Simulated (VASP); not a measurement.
Sb: single point with PBEsol

Crystal: Sb.

```xyz
2
Lattice="3.4920 0.0000 0.0000 -1.7460 3.0242 0.0000 0.0000 0.0000 5.3648" Properties=species:S:1:pos:R:3 pbc="T T T"
Sb    0.0000    2.0161    1.3412
Sb    1.7460    1.0081    4.0236
```

This cell differs from its parent crystal: strained.

* Program: VASP 6.6.1
* Task: single point
* Functional: PBEsol
* Potentials or basis: VASP PAW PBE potentials, release 64 (Sb)
* Cutoff: 520 eV
* k mesh: 15 × 15 × 8
* Occupations: gaussian, width 0.1 eV
* Spin: no spin polarisation

The pressure is -4.5 GPa. The band gap on the k mesh is zero (bands 5 and 6 overlap by 6.56 eV).

Stress tensor (GPa, compression positive):
```
-4.96  0.00  0.00
 0.00 -4.96  0.00
 0.00  0.00 -3.53
```

Levels at points of the mesh, in eV from the Fermi level:
```tsv
k point	band 3	band 4	band 5	band 6	band 7	band 8
(0.00, 0.00, 0.00)	-5.35	2.76	2.76	4.50	4.50	5.79
(0.00, 0.00, 0.50)	-0.12	-0.12	3.62	3.62	3.62	3.62
```

Wall time 85 s on 1 thread of Intel Xeon 8259CL (shared host), peak memory 0.23 GiB.

Caveat: the cell differs from its parent crystal (strained); the cell stands under tension; the PAW data sets were made with another functional, which shifts forces and pressure a little; spin-orbit coupling is left out, which moves the levels of the heavy elements.
